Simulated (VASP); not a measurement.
# PbO2 (Fm-3m) in VASP: further runs

PbO2 is run at these levels: PBEsol+D3(BJ), PBEsol; tasks: single point.

Program: VASP 6.6.1. These are calculated values, not measurements. Logs are shortened: lines on timing, memory, paths and dates and some standing lists are left out, and cuts for length are marked.

### 1 The cell of the first run

Symmetry: Fm-3m, No. 225, cubic system. Conventional cell: a = 5.294 Å, b = 5.294 Å, c = 5.294 Å, α = 90.00°, β = 90.00°, γ = 90.00°. Within 3.0 Å of Pb (site symmetry m-3m) lie 8 O at 2.29 Å. O (site symmetry -43m) has 4 Pb at 2.29 Å and 6 O at 2.65 Å within 3.0 Å.

### 2 Single point, PBEsol+D3(BJ)

Input file INCAR:

```
SYSTEM = PbO2
ALGO = Normal
EDIFF = 1E-6
ENCUT = 600
GGA = PS
GGA_COMPAT = .FALSE.
ISIF = 2
ISMEAR = 1
IVDW = 12
LASPH = .TRUE.
LCHARG = .FALSE.
LREAL = .FALSE.
LWAVE = .FALSE.
NBANDS = 20
NELM = 120
PREC = Accurate
SIGMA = 0.01
```

Input file KPOINTS:

```
k-points
0
G
  6 6 6
  0 0 0
```

Input file POSCAR:

```
PbO2
1.0
    0.0000000000      2.6467787548      2.6467787548
    2.6467787548      0.0000000000      2.6467787548
    2.6467787548      2.6467787548      0.0000000000
Pb O
1 2
Direct
    0.0000000000      0.0000000000      0.0000000000
    0.2500000000      0.2500000000      0.2500000000
    0.7500000000      0.7500000000      0.7500000000
```

Potentials or basis: VASP PAW PBE potentials, release 64 (Pb_d, O).

Started as:

```console
cat potpaw_PBE.64/Pb_d/POTCAR potpaw_PBE.64/O/POTCAR > POTCAR
mpirun -np 1 vasp_std > vasp.out
```

OUTCAR:

```text
SYSTEM = PbO2
   EDIFF = 1E-6
   ENCUT = 600
   GGA = PS
   ISIF = 2
   ISMEAR = 1
   IVDW = 12
   LASPH = .TRUE.
   LREAL = .FALSE.
   NELM = 120
   PREC = Accurate
 IVDW          = 12

 ion  position               nearest neighbor table
   1  0.000  0.000  0.000-   2 2.29   3 2.29   3 2.29   3 2.29   3 2.29   2 2.29   2 2.29   2 2.29

   2  0.250  0.250  0.250-   1 2.29   1 2.29   1 2.29   1 2.29
   3  0.750  0.750  0.750-   1 2.29   1 2.29   1 2.29   1 2.29

  LATTYP: Found a face centered cubic cell.
 ALAT       =     5.2935575096

  Lattice vectors:

 A1 = (   0.0000000000,   2.6467787548,   2.6467787548)
 A2 = (   2.6467787548,   0.0000000000,   2.6467787548)
 A3 = (   2.6467787548,   2.6467787548,   0.0000000000)

Analysis of symmetry for initial positions (statically):
=====================================================================
 Subroutine PRICEL returns:
 Original cell was already a primitive cell.

 Routine SETGRP: Setting up the symmetry group for a
 face centered cubic supercell.

 Subroutine GETGRP returns: Found 48 space group operations
 (whereof 48 operations were pure point group operations)
 out of a pool of 48 trial point group operations.

The static configuration has the point symmetry O_h .

Analysis of symmetry for dynamics (positions and initial velocities):
=====================================================================
 Subroutine PRICEL returns:
 Original cell was already a primitive cell.

 Routine SETGRP: Setting up the symmetry group for a
 face centered cubic supercell.

 Subroutine GETGRP returns: Found 48 space group operations
 (whereof 48 operations were pure point group operations)
 out of a pool of 48 trial point group operations.

The dynamic configuration has the point symmetry O_h .

 Subroutine INISYM returns: Found 48 space group operations
 (whereof 48 operations are pure point group operations),
 and found     1 'primitive' translations

----------------------------------------------------------------------------------------

                                     Primitive cell

  volume of cell :      37.0837

  direct lattice vectors                    reciprocal lattice vectors
     0.000000000  2.646778755  2.646778755    -0.188908876  0.188908876  0.188908876
     2.646778755  0.000000000  2.646778755     0.188908876 -0.188908876  0.188908876
     2.646778755  2.646778755  0.000000000     0.188908876  0.188908876 -0.188908876

  length of vectors
     3.743110412  3.743110412  3.743110412     0.327199772  0.327199772  0.327199772

  position of ions in fractional coordinates (direct lattice)
     0.000000000  0.000000000  0.000000000
     0.250000000  0.250000000  0.250000000
     0.750000000  0.750000000  0.750000000

  ion indices of the primitive-cell ions
   primitive index   ion index
                 1           1
                 2           2
                 3           3

----------------------------------------------------------------------------------------

 KPOINTS: k-points

Automatic generation of k-mesh.
 Grid dimensions read from file:
 generate k-points for:    6    6    6

 Generating k-lattice:

  Cartesian coordinates                     Fractional coordinates (reciprocal lattice)
    -0.031484813  0.031484813  0.031484813     0.166666667  0.000000000  0.000000000
     0.031484813 -0.031484813  0.031484813     0.000000000  0.166666667  0.000000000
     0.031484813  0.031484813 -0.031484813     0.000000000  0.000000000  0.166666667

  Length of vectors
     0.054533295  0.054533295  0.054533295

  Shift w.r.t. Gamma in fractional coordinates (k-lattice)
     0.000000000  0.000000000  0.000000000

 Subroutine IBZKPT returns following result:
 ===========================================

 Found     16 irreducible k-points:

 Following reciprocal coordinates:
            Coordinates               Weight
  0.000000  0.000000  0.000000      1.000000
  0.166667  0.000000  0.000000      8.000000
  0.333333  0.000000  0.000000      8.000000
  0.500000  0.000000  0.000000      4.000000
  0.166667  0.166667  0.000000      6.000000
  0.333333  0.166667  0.000000     24.000000
[... 8 lines left out ...]
 -0.333333  0.333333  0.166667     24.000000
 -0.333333  0.500000  0.166667     12.000000
   k-points           NKPTS =     16   k-points in BZ     NKDIM =     16   number of bands    NBANDS=     20
   number of dos      NEDOS =    301   number of ions     NIONS =      3
   total plane-waves  NPLWV =  27000
   dimension x,y,z NGX =    30 NGY =   30 NGZ =   30
   dimension x,y,z NGXF=    60 NGYF=   60 NGZF=   60
   ions per type =               1   2
   NGX,Y,Z   is equivalent  to a cutoff of  13.32, 13.32, 13.32 a.u.
   NGXF,Y,Z  is equivalent  to a cutoff of  26.65, 26.65, 26.65 a.u.
 SYSTEM =  PbO2
   PREC   = accura    normal or accurate (medium, high low for compatibility)
   ISTART =      0    job   : 0-new  1-cont  2-samecut
   ICHARG =      2    charge: 1-file 2-atom 10-const
   ISPIN  =      1    spin polarized calculation?
   LNONCOLLINEAR =      F non collinear calculations
   LSORBIT =      F    spin-orbit coupling
   LASPH  =      T    aspherical Exc in radial PAW
   ENCUT  =  600.0 eV  44.10 Ry    6.64 a.u.   7.48  7.48  7.48*2*pi/ulx,y,z
   NELM   =    120;   NELMIN=  2; NELMDL= -5     # of ELM steps
   EDIFF  = 0.1E-05   stopping-criterion for ELM
   LREAL  =      F    real-space projection
   EDIFFG = 0.1E-04   stopping-criterion for IOM
   NSW    =      0    number of steps for IOM
   IBRION =     -1    ionic relax: 0-MD 1-quasi-New 2-CG
   NFREE  =      0    steps in history (QN), initial steepest desc. (CG)
   ISIF   =      2    stress and relaxation
   ISYM   =      2    0-nonsym 1-usesym 2-fastsym
   POTIM  = 0.5000    time-step for ionic-motion
   TEBEG  =    0.0;   TEEND  =   0.0 temperature during run
   PSTRESS=    0.0 pullay stress
   NELECT =      26.0000    total number of electrons
   NUPDOWN=      -1.0000    fix difference up-down
   EMIN   =  10.00;   EMAX   =-10.00  energy-range for DOS
   EFERMI =   0.00;   METHOD = LEGACY
   ISMEAR =     1;   SIGMA  =   0.01  broadening in eV -4-tet -1-fermi 0-gaus
   EFERMI_NEDOS =   21; number of points for ismear=-14 and -15
   IALGO  =     38    algorithm
   IMIX   =      4    mixing-type and parameters
     AMIX     =   0.40;   BMIX     =  1.00
     AMIX_MAG =   1.60;   BMIX_MAG =  1.00
  volume/ion in A,a.u.               =      12.36        83.42
  Fermi-wavevector in a.u.,A,eV,Ry     =   1.454359  2.748340 28.778503  2.115160
  Thomas-Fermi vector in A             =   2.571519
   LORBIT       =      0    0 simple, 1 ext, 2 COOP (PROOUT), +10 PAW based schemes
   GGA     = PS    functional components
   LHFCALC =     F    Hartree Fock is set to
   AEXX    =    0.0000 exact exchange contribution
   IVDW    =    12    specifies the selected vdW correction
   LEPSILON=     F    determine dielectric tensor
   LRPA    =     F    only Hartree local field effects (RPA)
 non-spin polarized calculation
 Methfessel and Paxton  Order N= 1 SIGMA  =   0.01
  energy-cutoff  :      600.00
  volume of cell :       37.08
 maximum number of plane-waves:      1258
 NGX is ok and might be reduce to    30
   NGX = 15   NGY = 15   NGZ = 15

 number of electron      26.0000008 magnetization

 Free energy of the ion-electron system (eV)
  ---------------------------------------------------
  ext. energy  EPLUGINS =         0.00000000
  ---------------------------------------------------
  free energy    TOTEN  =       -16.78868872 eV

  energy without entropy =      -16.78865589  energy(sigma->0) =      -16.78867778

 E-fermi :   6.3110     XC(G=0): -11.7598

 val. band max:        6.3050471798   @ k =  -0.3333   0.5000   0.1667
 cond. band min:       6.8386637039   @ k =   0.1667   0.1667   0.0000
 fundamental gap:      0.5336165241
 Fermi energy:         6.3109731881

 k-point     1 :       0.0000    0.0000    0.0000
  band No.  band energies     occupation
      1     -12.6842      2.00000
      2      -9.4265      2.00000
      3      -9.4265      2.00000
      4      -9.4265      2.00000
      5      -9.3914      2.00000
      6      -9.1063      2.00000
[... 12 lines left out ...]
     19      22.0363      0.00000
     20      22.0363      0.00000

 k-point     2 :       0.1667    0.0000    0.0000
  band No.  band energies     occupation
      1     -12.4417      2.00000
      2     -10.3814      2.00000
      3      -9.3877      2.00000
      4      -9.3877      2.00000
      5      -9.1075      2.00000
      6      -9.1075      2.00000
[... 12 lines left out ...]
     19      21.8605      0.00000
     20      21.8605      0.00000

 k-point     3 :       0.3333    0.0000    0.0000
  band No.  band energies     occupation
      1     -11.9984      2.00000
      2     -10.8504      2.00000
      3      -9.3377      2.00000
      4      -9.3377      2.00000
      5      -9.0789      2.00000
      6      -9.0789      2.00000
[... 12 lines left out ...]
     19      21.6607      0.00000
     20      21.6607      0.00000

 k-point     4 :       0.5000    0.0000    0.0000
  band No.  band energies     occupation
      1     -11.9160      2.00000
      2     -10.7410      2.00000
      3      -9.3296      2.00000
      4      -9.3296      2.00000
      5      -9.0458      2.00000
      6      -9.0458      2.00000
[... 12 lines left out ...]
     19      21.5644      0.00000
     20      21.5644      0.00000

 k-point     5 :       0.1667    0.1667    0.0000
  band No.  band energies     occupation
      1     -12.3506      2.00000
      2     -10.5725      2.00000
      3      -9.3504      2.00000
      4      -9.3504      2.00000
      5      -9.1408      2.00000
      6      -9.0859      2.00000
[... 12 lines left out ...]
     19      21.9634      0.00000
     20      22.1021      0.00000
[... 169 lines left out ...]
      6      -9.0244      2.00000
[... 12 lines left out ...]
     19      22.3976      0.00000
     20      23.5198      0.00000

 k-point    14 :       0.5000    0.3333    0.1667
  band No.  band energies     occupation
      1     -11.5645      2.00000
      2     -11.3668      2.00000
      3      -9.2061      2.00000
      4      -9.1956      2.00000
      5      -9.0935      2.00000
      6      -8.8216      2.00000
[... 12 lines left out ...]
     19      22.1410      0.00000
     20      24.1063      0.00000

 k-point    15 :      -0.3333    0.3333    0.1667
  band No.  band energies     occupation
      1     -11.5716      2.00000
      2     -11.3146      2.00000
      3      -9.1956      2.00000
      4      -9.1692      2.00000
      5      -9.0746      2.00000
      6      -8.3349      2.00000
[... 12 lines left out ...]
     19      22.2019      0.00000
     20      24.1294      0.00000

 k-point    16 :      -0.3333    0.5000    0.1667
  band No.  band energies     occupation
      1     -11.5775      2.00000
      2     -11.2773      2.00000
      3      -9.2306      2.00000
      4      -9.0980      2.00000
      5      -9.0641      2.00000
      6      -8.5791      2.00000
[... 12 lines left out ...]
     19      23.0365      0.00000
     20      23.1869      0.00000

------------------------ aborting loop because EDIFF is reached ----------------------------------------

 Edisp (eV)   -0.66817

 E8    (eV) :    -0.4391

  FORCE on cell =-STRESS in cart. coord.  units (eV):
  Direction    XX          YY          ZZ          XY          YZ          ZX
  --------------------------------------------------------------------------------------
  -------------------------------------------------------------------------------------
  Total       0.04762     0.04762     0.04762     0.00000    -0.00000     0.00000
  in kB       2.05751     2.05751     2.05751     0.00000    -0.00000     0.00000
  external pressure =        2.06 kB  Pullay stress =        0.00 kB

 VOLUME and BASIS-vectors are now :
 -----------------------------------------------------------------------------
  energy-cutoff  :      600.00
  volume of cell :       37.08
      direct lattice vectors                 reciprocal lattice vectors
     0.000000000  2.646778755  2.646778755    -0.188908876  0.188908876  0.188908876
     2.646778755  0.000000000  2.646778755     0.188908876 -0.188908876  0.188908876
     2.646778755  2.646778755  0.000000000     0.188908876  0.188908876 -0.188908876

 POSITION                                       TOTAL-FORCE (eV/Angst)
 -----------------------------------------------------------------------------------
      0.00000      0.00000      0.00000        -0.000000     -0.000000     -0.000000
      1.32339      1.32339      1.32339        -0.000000     -0.000000     -0.000000
      3.97017      3.97017      3.97017         0.000000      0.000000      0.000000
 -----------------------------------------------------------------------------------
    total drift:                                0.000000     -0.000000      0.000000

  FREE ENERGIE OF THE ION-ELECTRON SYSTEM (eV)
  ---------------------------------------------------
  free  energy   TOTEN  =       -17.4568593410 eV

  energy  without entropy=      -17.4568265078  energy(sigma->0) =      -17.45684840
```

Run time: 7.2 s. Hardware: 1 thread of Intel Xeon 6975P-C (Granite Rapids), shared host; peak memory 0.18 GiB.

Results:

```
Free energy                : -17.4569 eV
Pressure                   : 0.2 GPa
Band gap on the k mesh     : zero (bands 13 and 14 overlap by 1.34 eV)
Dispersion energy per atom : -0.223 eV
```

Caveat: the PAW data sets were made with another functional, which shifts forces and pressure a little; spin-orbit coupling is left out, which moves the levels of the heavy elements.

(Continued in part 2 of 2.)
